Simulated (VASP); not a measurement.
# Ni (Fm-3m) in VASP: further runs, part 2 of 2

VASP 6.6.1.

## 4. Single point, LDA, collinear spin, ferromagnetic start (volume scaled by 1.1)

The input, INCAR:

```
PREC     = Accurate       # precision mode
ENCUT    = 520            # plane-wave cutoff, eV
EDIFF    = 1E-6           # SCF threshold, eV
ISMEAR   = -1             # smearing method
SIGMA    = 0.1            # smearing width, eV
LREAL    = False          # projectors in reciprocal space
LASPH    = True           # aspherical terms in the spheres
NELM     = 150            # most SCF steps
ALGO     = Normal         # electronic algorithm
ISIF     = 2              # what is computed and relaxed
LWAVE    = False          # write WAVECAR
LCHARG   = False          # write CHGCAR
ISPIN    = 2              # spin polarisation
MAGMOM   = 1.5            # initial moments
LORBIT   = 11             # projections on sites
LMAXMIX  = 4              # l up to which the mixer works
NBANDS   = 15             # bands
```

The input, KPOINTS:

```
regular mesh
0
Gamma
  16 16 16
```

The input, POSCAR:

```
Ni
1.0
    0.0000000000      1.8188104652      1.8188104652
    1.8188104652      0.0000000000      1.8188104652
    1.8188104652      1.8188104652      0.0000000000
Ni
1
Direct
    0.0000000000      0.0000000000      0.0000000000
```

Potentials or basis: VASP PAW LDA potentials, release 64 (Ni).

Run with:

```
cat potpaw_LDA.64/Ni/POTCAR > POTCAR
mpirun -np 1 vasp_std > vasp.out
```

OUTCAR:

```text
PREC = Accurate
   ENCUT = 520
   EDIFF = 1E-6
   ISMEAR = -1
   LREAL = False
   LASPH = True
   NELM = 150
   ISIF = 2
   ISPIN = 2
   LORBIT = 11

 ion  position               nearest neighbor table
   1  0.000  0.000  0.000-

  LATTYP: Found a face centered cubic cell.
 ALAT       =     3.6376209304

  Lattice vectors:

 A1 = (   0.0000000000,   1.8188104652,   1.8188104652)
 A2 = (   1.8188104652,   0.0000000000,   1.8188104652)
 A3 = (   1.8188104652,   1.8188104652,   0.0000000000)

Analysis of symmetry for initial positions (statically):
=====================================================================
 Subroutine PRICEL returns:
 Original cell was already a primitive cell.

 Routine SETGRP: Setting up the symmetry group for a
 face centered cubic supercell.

 Subroutine GETGRP returns: Found 48 space group operations
 (whereof 48 operations were pure point group operations)
 out of a pool of 48 trial point group operations.

The static configuration has the point symmetry O_h .

Analysis of symmetry for dynamics (positions and initial velocities):
=====================================================================
 Subroutine PRICEL returns:
 Original cell was already a primitive cell.

 Routine SETGRP: Setting up the symmetry group for a
 face centered cubic supercell.

 Subroutine GETGRP returns: Found 48 space group operations
 (whereof 48 operations were pure point group operations)
 out of a pool of 48 trial point group operations.

The dynamic configuration has the point symmetry O_h .

Analysis of structural, dynamic, and magnetic symmetry:
=====================================================================
 Subroutine PRICEL returns:
 Original cell was already a primitive cell.

 Routine SETGRP: Setting up the symmetry group for a
 face centered cubic supercell.

 Subroutine GETGRP returns: Found 48 space group operations
 (whereof 48 operations were pure point group operations)
 out of a pool of 48 trial point group operations.

The overall configuration has the point symmetry O_h .

 Subroutine INISYM returns: Found 48 space group operations
 (whereof 48 operations are pure point group operations),
 and found     1 'primitive' translations

----------------------------------------------------------------------------------------

                                     Primitive cell

  volume of cell :      12.0335

  direct lattice vectors                    reciprocal lattice vectors
     0.000000000  1.818810465  1.818810465    -0.274904950  0.274904950  0.274904950
     1.818810465  0.000000000  1.818810465     0.274904950 -0.274904950  0.274904950
     1.818810465  1.818810465  0.000000000     0.274904950  0.274904950 -0.274904950

  length of vectors
     2.572186427  2.572186427  2.572186427     0.476149341  0.476149341  0.476149341

  position of ions in fractional coordinates (direct lattice)
     0.000000000  0.000000000  0.000000000

  ion indices of the primitive-cell ions
   primitive index   ion index
                 1           1

----------------------------------------------------------------------------------------

 KPOINTS: regular mesh

Automatic generation of k-mesh.
 Grid dimensions read from file:
 generate k-points for:   16   16   16

 Generating k-lattice:

  Cartesian coordinates                     Fractional coordinates (reciprocal lattice)
    -0.017181559  0.017181559  0.017181559     0.062500000  0.000000000  0.000000000
[... 66 lines left out ...]
   ISYM   =      2    0-nonsym 1-usesym 2-fastsym
   POTIM  = 0.5000    time-step for ionic-motion
   TEBEG  =    0.0;   TEEND  =   0.0 temperature during run
   PSTRESS=    0.0 pullay stress
   NELECT =      10.0000    total number of electrons
   NUPDOWN=      -1.0000    fix difference up-down
   EMIN   =  10.00;   EMAX   =-10.00  energy-range for DOS
   EFERMI =   0.00;   METHOD = LEGACY
   ISMEAR =    -1;   SIGMA  =   0.10  broadening in eV -4-tet -1-fermi 0-gaus
   EFERMI_NEDOS =   21; number of points for ismear=-14 and -15
   IALGO  =     38    algorithm
   IMIX   =      4    mixing-type and parameters
     AMIX     =   0.40;   BMIX     =  1.00
     AMIX_MAG =   1.60;   BMIX_MAG =  1.00
  volume/ion in A,a.u.               =      12.03        81.21
  Fermi-wavevector in a.u.,A,eV,Ry     =   1.539137  2.908548 32.231438  2.368944
  Thomas-Fermi vector in A             =   2.645408
   LORBIT       =     11    0 simple, 1 ext, 2 COOP (PROOUT), +10 PAW based schemes
   GGA     = CA    functional components
   LHFCALC =     F    Hartree Fock is set to
   AEXX    =    0.0000 exact exchange contribution
   IVDW    =     0    specifies the selected vdW correction
   LEPSILON=     F    determine dielectric tensor
   LRPA    =     F    only Hartree local field effects (RPA)
 spin polarized calculation
  energy-cutoff  :      520.00
  volume of cell :       12.03
 maximum number of plane-waves:       332
   NGX =  9   NGY =  9   NGZ =  9

 number of electron      10.0000000 magnetization       1.5000000

 number of electron       9.9999992 magnetization       0.5950516

 Free energy of the ion-electron system (eV)
  ---------------------------------------------------
  ext. energy  EPLUGINS =         0.00000000
  ---------------------------------------------------
  free energy    TOTEN  =        -6.39068799 eV

  energy without entropy =       -6.32716059  energy(sigma->0) =       -6.35892429

 E-fermi :   7.6532     XC(G=0): -13.0247

 val. band max:        7.6482432381   @ k =  -0.3125   0.3750   0.0625
 cond. band min:       7.6620349956   @ k =   0.3750   0.1250   0.0000
 fundamental gap:      0.0137917575
 Fermi energy:         7.6532431971

 spin component 1

 k-point     1 :       0.0000    0.0000    0.0000
  band No.  band energies     occupation
      1      -0.6400      1.00000
      2       5.5725      1.00000
      3       5.5725      1.00000
      4       5.5725      1.00000
      5       6.5565      0.99998
      6       6.5565      0.99998
      7      30.6006      0.00000
      8      33.5577      0.00000
      9      33.5577      0.00000
     10      33.5577      0.00000
     11      36.2799      0.00000
     12      36.2799      0.00000
     13      36.2799      0.00000
     14      39.6387      0.00000
[... 403 lines left out ...]
      4       5.6606      1.00000
      5       6.4854      0.99999
      6       6.5702      0.99998
      7      28.9764      0.00000
      8      30.1853      0.00000
      9      32.5351      0.00000
     10      34.1050      0.00000
     11      36.4537      0.00000
     12      36.8452      0.00000
     13      39.5984      0.00000
     14      40.9315      0.00000
     15      41.6552      0.00000

 [... further k-points ...]

 spin component 2

 k-point     1 :       0.0000    0.0000    0.0000
  band No.  band energies     occupation
      1      -0.6067      1.00000
      2       6.1714      1.00000
      3       6.1714      1.00000
      4       6.1714      1.00000
      5       7.1219      0.99510
      6       7.1219      0.99510
      7      30.5700      0.00000
      8      33.6119      0.00000
      9      33.6119      0.00000
     10      33.6119      0.00000
     11      36.4247      0.00000
     12      36.4247      0.00000
     13      36.4247      0.00000
     14      39.6055      0.00000
[... 403 lines left out ...]
      4       6.2608      1.00000
      5       7.0466      0.99769
      6       7.1364      0.99434
      7      29.0405      0.00000
      8      30.2685      0.00000
      9      32.5689      0.00000
     10      34.1630      0.00000
     11      36.5939      0.00000
     12      36.8949      0.00000
     13      39.6588      0.00000
     14      41.0692      0.00000
     15      41.7495      0.00000

 [... further k-points ...]
[... 5 lines left out ...]
  --------------------------------------------------------------------------------------
  -------------------------------------------------------------------------------------
  Total       -2.1785257     -2.1785257     -2.1785257      0.0000000      0.0000000      0.0000000
  in kB     -290.0553948   -290.0553948   -290.0553948      0.0000000      0.0000000      0.0000000
  external PRESSURE =    -290.0553948 kB  Pullay stress =       0.0000000 kB

 VOLUME and BASIS-vectors are now :
 -----------------------------------------------------------------------------
  energy-cutoff  :      520.00
  volume of cell :       12.03
      direct lattice vectors                 reciprocal lattice vectors
     0.000000000  1.818810465  1.818810465    -0.274904950  0.274904950  0.274904950
     1.818810465  0.000000000  1.818810465     0.274904950 -0.274904950  0.274904950
     1.818810465  1.818810465  0.000000000     0.274904950  0.274904950 -0.274904950

 POSITION                                       TOTAL-FORCE (eV/Angst)
 -----------------------------------------------------------------------------------
      0.00000      0.00000      0.00000        -0.000000     -0.000000      0.000000
 -----------------------------------------------------------------------------------
    total drift:                                0.000000      0.000000      0.000000

  FREE ENERGIE OF THE ION-ELECTRON SYSTEM (eV)
  ---------------------------------------------------
  free  energy   TOTEN  =        -6.3906879927 eV

  energy  without entropy=       -6.3271605943  energy(sigma->0) =       -6.35892429

 total charge

# of ion       s       p       d       tot
------------------------------------------
    1        0.459   0.413   8.289   9.161

 magnetization (x)

# of ion       s       p       d       tot
------------------------------------------
    1       -0.005  -0.017   0.627   0.605
```

Wall time 39 s (1 thread of Intel Xeon Platinum 8259CL at 2.50GHz (Skylake/Cascade Lake), shared host); peak memory 0.15 GiB.

What came out:

```yaml
Free_energy: -6.3907 eV
Pressure: -29.0 GPa
Net_moment: 0.60 μB per cell
Site_moments: Ni +0.60 μB
Valence_electrons_inside_the_program's_atomic_spheres: Ni 9.16
```
